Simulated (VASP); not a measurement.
# Pd (P6_3/mmc) in VASP: notebook

Runs on Pd. Level: PBEsol. Tasks: single point.

Everything below comes from runs of VASP 6.6.1. Logs are shortened: lines on timing, memory, paths and dates and some standing lists are left out, and cuts for length are marked.

### 1 The cell of the first run

It takes space group P6_3/mmc (No. 194, hexagonal). The conventional cell has a = 2.681 Å, b = 2.681 Å, c = 4.511 Å, α = 90.00°, β = 90.00°, γ = 120.00°. Pd (site symmetry -6m2) has 12 Pd at 2.68 to 2.74 Å within 3.5 Å.

### 2 Single point, PBEsol, collinear spin, antiferromagnetic start (volume scaled by 0.96)

Contents of INCAR:

```
SYSTEM = Pd
PREC     = Accurate       ! precision mode
ENCUT    = 520            ! plane-wave cutoff, eV
EDIFF    = 1E-6           ! SCF threshold, eV
ISMEAR   = -1             ! smearing method
SIGMA    = 0.05           ! smearing width, eV
LREAL    = .FALSE.        ! projectors in reciprocal space
LASPH    = .TRUE.         ! aspherical terms in the spheres
NELM     = 150            ! most SCF steps
ALGO     = Normal         ! electronic algorithm
ISIF     = 2              ! what is computed and relaxed
LWAVE    = .FALSE.        ! write WAVECAR
LCHARG   = .TRUE.         ! write CHGCAR
ISPIN    = 2              ! spin polarisation
MAGMOM   = 0.5 -0.5       ! initial moments
LORBIT   = 11             ! projections on sites
LMAXMIX  = 4              ! l up to which the mixer works
GGA      = PS             ! functional
LELF     = .TRUE.         ! ELF
LVHAR    = .TRUE.       
NBANDS   = 21             ! bands
```

Contents of KPOINTS:

```
regular mesh
0
G
  15 15 8
  0 0 0
```

Contents of POSCAR:

```
Pd
1.0
    2.6805676634      0.0000000000      0.0000000000
   -1.3402838317      2.3214396930      0.0000000000
    0.0000000000      0.0000000000      4.5109252598
Pd
2
Direct
    0.3333333333      0.6666666667      0.2500000000
    0.6666666667      0.3333333333      0.7500000000
```

Potentials or basis: VASP PAW PBE potentials, release 64 (Pd).

Launch:

```bash
> cat potpaw_PBE.64/Pd/POTCAR > POTCAR
> mpirun -np 1 vasp_std > vasp.out
```

OUTCAR:

```text
SYSTEM = Pd
   PREC = Accurate
   ENCUT = 520
   EDIFF = 1E-6
   ISMEAR = -1
   LREAL = .FALSE.
   LASPH = .TRUE.
   NELM = 150
   ISIF = 2
   ISPIN = 2
   LORBIT = 11
   GGA = PS

 ion  position               nearest neighbor table
   1  0.333  0.667  0.250-   2 2.74   2 2.74   2 2.74   2 2.74   2 2.74   2 2.74
   2  0.667  0.333  0.750-   1 2.74   1 2.74   1 2.74   1 2.74   1 2.74   1 2.74

  LATTYP: Found a hexagonal cell.
 ALAT       =     2.6805676634
 C/A-ratio  =     1.6828246201

  Lattice vectors:

 A1 = (   2.6805676634,   0.0000000000,   0.0000000000)
 A2 = (  -1.3402838317,   2.3214396930,   0.0000000000)
 A3 = (   0.0000000000,   0.0000000000,   4.5109252598)

Analysis of symmetry for initial positions (statically):
=====================================================================
 Subroutine PRICEL returns:
 Original cell was already a primitive cell.

 Routine SETGRP: Setting up the symmetry group for a
 hexagonal supercell.

 Subroutine GETGRP returns: Found 24 space group operations
 (whereof 12 operations were pure point group operations)
 out of a pool of 24 trial point group operations.

The static configuration has the point symmetry D_3d.
 The point group associated with its full space group is D_6h.

Analysis of symmetry for dynamics (positions and initial velocities):
=====================================================================
 Subroutine PRICEL returns:
 Original cell was already a primitive cell.

 Routine SETGRP: Setting up the symmetry group for a
 hexagonal supercell.

 Subroutine GETGRP returns: Found 24 space group operations
 (whereof 12 operations were pure point group operations)
 out of a pool of 24 trial point group operations.

The dynamic configuration has the point symmetry D_3d.
 The point group associated with its full space group is D_6h.

Analysis of structural, dynamic, and magnetic symmetry:
=====================================================================
 Subroutine PRICEL returns:
 Original cell was already a primitive cell.

 Routine SETGRP: Setting up the symmetry group for a
 hexagonal supercell.

 Subroutine GETGRP returns: Found 24 space group operations
 (whereof 12 operations were pure point group operations)
 out of a pool of 24 trial point group operations.

The overall configuration has the point symmetry D_3d.
 The point group associated with its full space group is D_6h.

 Subroutine INISYM returns: Found 24 space group operations
 (whereof 12 operations are pure point group operations),
 and found     1 'primitive' translations

----------------------------------------------------------------------------------------

                                     Primitive cell

  volume of cell :      28.0705

  direct lattice vectors                    reciprocal lattice vectors
     2.680567663  0.000000000  0.000000000     0.373055310  0.215383584  0.000000000
    -1.340283832  2.321439693  0.000000000     0.000000000  0.430767167  0.000000000
     0.000000000  0.000000000  4.510925260     0.000000000  0.000000000  0.221684010

  length of vectors
     2.680567663  2.680567663  4.510925260     0.430767167  0.430767167  0.221684010

  position of ions in fractional coordinates (direct lattice)
     0.333333333  0.666666667  0.250000000
     0.666666667  0.333333333  0.750000000

  ion indices of the primitive-cell ions
   primitive index   ion index
                 1           1
                 2           2

----------------------------------------------------------------------------------------

 KPOINTS: regular mesh

Automatic generation of k-mesh.
 Grid dimensions read from file:
 generate k-points for:   15   15    8

 Generating k-lattice:

  Cartesian coordinates                     Fractional coordinates (reciprocal lattice)
     0.024870354  0.014358906  0.000000000     0.066666667  0.000000000  0.000000000
     0.000000000  0.028717811  0.000000000     0.000000000  0.066666667  0.000000000
     0.000000000  0.000000000  0.027710501     0.000000000  0.000000000  0.125000000

  Length of vectors
     0.028717811  0.028717811  0.027710501

  Shift w.r.t. Gamma in fractional coordinates (k-lattice)
     0.000000000  0.000000000  0.000000000

 Subroutine IBZKPT returns following result:
 ===========================================

 Found    135 irreducible k-points:

 Following reciprocal coordinates:
            Coordinates               Weight
  0.000000  0.000000  0.000000      1.000000
  0.066667  0.000000  0.000000      6.000000
  0.133333  0.000000  0.000000      6.000000
  0.200000  0.000000  0.000000      6.000000
  0.266667  0.000000  0.000000      6.000000
  0.333333 -0.000000  0.000000      6.000000
[... 16 lines left out ...]
  0.333333  0.200000  0.000000     12.000000
  0.400000  0.200000  0.000000      6.000000
 [... further k-points ...]
   k-points           NKPTS =    135   k-points in BZ     NKDIM =    135   number of bands    NBANDS=     21
   number of dos      NEDOS =    301   number of ions     NIONS =      2
   total plane-waves  NPLWV =  14400
   dimension x,y,z NGX =    20 NGY =   20 NGZ =   36
   dimension x,y,z NGXF=    40 NGYF=   40 NGZF=   72
   ions per type =               2
   NGX,Y,Z   is equivalent  to a cutoff of  12.40, 12.40, 13.27 a.u.
   NGXF,Y,Z  is equivalent  to a cutoff of  24.81, 24.81, 26.53 a.u.
 SYSTEM =  Pd
   PREC   = accura    normal or accurate (medium, high low for compatibility)
   ISTART =      0    job   : 0-new  1-cont  2-samecut
   ICHARG =      2    charge: 1-file 2-atom 10-const
   ISPIN  =      2    spin polarized calculation?
   LNONCOLLINEAR =      F non collinear calculations
   LSORBIT =      F    spin-orbit coupling
   LASPH  =      T    aspherical Exc in radial PAW
   ENCUT  =  520.0 eV  38.22 Ry    6.18 a.u.   4.98  4.98  8.39*2*pi/ulx,y,z
   NELM   =    150;   NELMIN=  2; NELMDL= -5     # of ELM steps
   EDIFF  = 0.1E-05   stopping-criterion for ELM
   LREAL  =      F    real-space projection
   EDIFFG = 0.1E-04   stopping-criterion for IOM
   NSW    =      0    number of steps for IOM
   IBRION =     -1    ionic relax: 0-MD 1-quasi-New 2-CG
   NFREE  =      0    steps in history (QN), initial steepest desc. (CG)
   ISIF   =      2    stress and relaxation
   ISYM   =      2    0-nonsym 1-usesym 2-fastsym
   POTIM  = 0.5000    time-step for ionic-motion
   TEBEG  =    0.0;   TEEND  =   0.0 temperature during run
   PSTRESS=    0.0 pullay stress
   NELECT =      20.0000    total number of electrons
   NUPDOWN=      -1.0000    fix difference up-down
   EMIN   =  10.00;   EMAX   =-10.00  energy-range for DOS
   EFERMI =   0.00;   METHOD = LEGACY
   ISMEAR =    -1;   SIGMA  =   0.05  broadening in eV -4-tet -1-fermi 0-gaus
   EFERMI_NEDOS =   21; number of points for ismear=-14 and -15
   IALGO  =     38    algorithm
   IMIX   =      4    mixing-type and parameters
     AMIX     =   0.40;   BMIX     =  1.00
     AMIX_MAG =   1.60;   BMIX_MAG =  1.00
  volume/ion in A,a.u.               =      14.04        94.71
  Fermi-wavevector in a.u.,A,eV,Ry     =   1.462182  2.763124 29.088949  2.137977
  Thomas-Fermi vector in A             =   2.578426
   LORBIT       =     11    0 simple, 1 ext, 2 COOP (PROOUT), +10 PAW based schemes
   GGA     = PS    functional components
   LHFCALC =     F    Hartree Fock is set to
   AEXX    =    0.0000 exact exchange contribution
   IVDW    =     0    specifies the selected vdW correction
   LEPSILON=     F    determine dielectric tensor
   LRPA    =     F    only Hartree local field effects (RPA)
 spin polarized calculation
  energy-cutoff  :      520.00
  volume of cell :       28.07
 maximum number of plane-waves:       771
 NGX is ok and might be reduce to    20
   NGX =  9   NGY =  9   NGZ = 17

 number of electron      19.9999993 magnetization      -0.0000000

 number of electron      19.9999993 magnetization       0.0000000

 Free energy of the ion-electron system (eV)
  ---------------------------------------------------
  ext. energy  EPLUGINS =         0.00000000
  ---------------------------------------------------
  free energy    TOTEN  =       -11.84042153 eV

  energy without entropy =      -11.80144140  energy(sigma->0) =      -11.82093147

 E-fermi :  10.4952     XC(G=0): -13.6888

 val. band max:       10.4882955351   @ k =   0.4000   0.1333   0.0000
 cond. band min:      10.4951977276   @ k =   0.3333  -0.0000   0.0000
 fundamental gap:      0.0069021926
 Fermi energy:        10.4951528287

 spin component 1

 k-point     1 :       0.0000    0.0000    0.0000
  band No.  band energies     occupation
      1       2.8502      1.00000
      2       4.7199      1.00000
      3       7.2047      1.00000
      4       7.4920      1.00000
      5       7.4920      1.00000
      6       7.8668      1.00000
[... 13 lines left out ...]
     20      35.2710      0.00000
     21      36.4280      0.00000

 k-point     2 :       0.0667    0.0000    0.0000
  band No.  band energies     occupation
      1       3.0044      1.00000
      2       4.8350      1.00000
      3       7.1314      1.00000
      4       7.5463      1.00000
      5       7.6001      1.00000
      6       7.8106      1.00000
[... 13 lines left out ...]
     20      35.4181      0.00000
     21      36.4790      0.00000

 k-point     3 :       0.1333    0.0000    0.0000
  band No.  band energies     occupation
      1       3.4455      1.00000
      2       5.1360      1.00000
      3       6.9369      1.00000
      4       7.5806      1.00000
      5       7.8350      1.00000
      6       7.9151      1.00000
[... 13 lines left out ...]
     20      35.8348      0.00000
     21      36.8873      0.00000
[... 457 lines left out ...]
 k-point    23 :       0.3333    0.2000    0.0000
  band No.  band energies     occupation
      1       5.5443      1.00000
      2       5.6775      1.00000
      3       5.9986      1.00000
      4       7.2419      1.00000
      5       7.2749      1.00000
      6       7.7056      1.00000
[... 13 lines left out ...]
     20      36.4141      0.00000
     21      36.7278      0.00000

 k-point    24 :       0.4000    0.2000    0.0000
  band No.  band energies     occupation
      1       5.4803      1.00000
      2       5.6207      1.00000
      3       5.9919      1.00000
      4       7.3010      1.00000
      5       7.4647      1.00000
      6       7.5604      1.00000
[... 13 lines left out ...]
     20      36.4171      0.00000
     21      36.7556      0.00000

 [... further k-points ...]

 spin component 2

 k-point     1 :       0.0000    0.0000    0.0000
  band No.  band energies     occupation
      1       2.8502      1.00000
      2       4.7199      1.00000
      3       7.2047      1.00000
      4       7.4920      1.00000
      5       7.4920      1.00000
      6       7.8668      1.00000
[... 13 lines left out ...]
     20      35.2710      0.00000
     21      36.4280      0.00000

 k-point     2 :       0.0667    0.0000    0.0000
  band No.  band energies     occupation
      1       3.0044      1.00000
      2       4.8350      1.00000
      3       7.1314      1.00000
      4       7.5463      1.00000
      5       7.6001      1.00000
      6       7.8106      1.00000
[... 13 lines left out ...]
     20      35.4181      0.00000
     21      36.4789      0.00000

 k-point     3 :       0.1333    0.0000    0.0000
  band No.  band energies     occupation
      1       3.4455      1.00000
      2       5.1360      1.00000
      3       6.9369      1.00000
      4       7.5806      1.00000
      5       7.8350      1.00000
      6       7.9151      1.00000
[... 13 lines left out ...]
     20      35.8348      0.00000
     21      36.8876      0.00000
[... 457 lines left out ...]
 k-point    23 :       0.3333    0.2000    0.0000
  band No.  band energies     occupation
      1       5.5443      1.00000
      2       5.6775      1.00000
      3       5.9986      1.00000
      4       7.2419      1.00000
      5       7.2749      1.00000
      6       7.7056      1.00000
[... 13 lines left out ...]
     20      36.4136      0.00000
     21      36.7734      0.00000

 k-point    24 :       0.4000    0.2000    0.0000
  band No.  band energies     occupation
      1       5.4803      1.00000
      2       5.6207      1.00000
      3       5.9919      1.00000
      4       7.3010      1.00000
      5       7.4647      1.00000
      6       7.5604      1.00000
[... 13 lines left out ...]
     20      36.4067      0.00000
     21      36.8153      0.00000

 [... further k-points ...]
[... 5 lines left out ...]
  --------------------------------------------------------------------------------------
  -------------------------------------------------------------------------------------
  Total        1.5988470      1.5988470      1.4188492      0.0000000     -0.0000000      0.0000000
  in kB       91.2573128     91.2573128     80.9835852      0.0000000     -0.0000000      0.0000000
  external PRESSURE =      87.8327369 kB  Pullay stress =       0.0000000 kB

 VOLUME and BASIS-vectors are now :
 -----------------------------------------------------------------------------
  energy-cutoff  :      520.00
  volume of cell :       28.07
      direct lattice vectors                 reciprocal lattice vectors
     2.680567663  0.000000000  0.000000000     0.373055310  0.215383584  0.000000000
    -1.340283832  2.321439693  0.000000000     0.000000000  0.430767167  0.000000000
     0.000000000  0.000000000  4.510925260     0.000000000  0.000000000  0.221684010

 POSITION                                       TOTAL-FORCE (eV/Angst)
 -----------------------------------------------------------------------------------
     -0.00000      1.54763      1.12773         0.000000     -0.000000      0.000000
      1.34028      0.77381      3.38319        -0.000000      0.000000      0.000000
 -----------------------------------------------------------------------------------
    total drift:                                0.000000     -0.000000      0.000000

  FREE ENERGIE OF THE ION-ELECTRON SYSTEM (eV)
  ---------------------------------------------------
  free  energy   TOTEN  =       -11.8404215339 eV

  energy  without entropy=      -11.8014414000  energy(sigma->0) =      -11.82093147

 total charge

# of ion       s       p       d       tot
------------------------------------------
    1        0.507   0.537   8.498   9.542
    2        0.507   0.537   8.498   9.542
--------------------------------------------------
tot          1.014   1.075  16.996  19.084

 magnetization (x)

# of ion       s       p       d       tot
------------------------------------------
    1        0.000   0.000   0.000   0.000
    2       -0.000  -0.000  -0.000  -0.000
--------------------------------------------------
tot          0.000   0.000   0.000   0.000
```

Run time: 5.7 min. Hardware: 1 thread of AMD EPYC 7R13, shared host; peak memory 0.2 GiB.

What came out:

* Free energy: -11.8404 eV
* Pressure: 8.8 GPa
* Band gap on the k mesh: zero (filled and empty bands overlap)
* Net moment: 0.00 μB per cell
* Valence electrons inside the program's atomic spheres: Pd 9.54

Stress tensor (GPa, compression positive):
```
9.13 0.00 0.00
0.00 9.13 0.00
0.00 0.00 8.10
```

Caveat: the PAW data sets were made with another functional, which shifts forces and pressure a little.

(Part 1 of 2 ends here.)
